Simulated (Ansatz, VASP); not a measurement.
# One calculation of MoP, two programs

```
Mo P
1.0
     3.22300    0.00000    0.00000
    -1.61150    2.79120    0.00000
     0.00000    0.00000    3.19100
Mo P
1 1
Direct
  0.00000 0.00000 0.00000
  0.33333 0.66667 0.50000
```

Alike in both runs: task relaxation of cell and atoms; functional r2SCAN; k mesh 15 × 15 × 14; occupations gaussian, width 0.1 eV; no spin polarisation.

```csv
,VASP,Ansatz
version,VASP 6.6.1,Ansatz 0.2.0
potentials or method,"VASP PAW PBE potentials, release 64 (Mo_sv, P), cutoff 550 eV","scalar-relativistic, plane waves, PAW"
valence electrons in the cell,19,19
```

Ansatz gave:

| Property | Result |
| --- | --- |
| gap on the k mesh at the Fermi level, each at its own relaxed structure (eV) | none |
| relaxed volume (Å³/atom) | 14.42 |
| relaxed cell length with the largest relative difference (Å) | 3.235 |

Problem. What did VASP give for the same quantities?

Solution. gap on the k mesh at the Fermi level, each at its own relaxed structure (eV): none; relaxed volume (Å³/atom): 14.44; relaxed cell length with the largest relative difference (Å): 3.237.

VASP's potentials were made for PBE, not for r2SCAN. A gap of «none» marks a metal or a gap that the smearing closes.
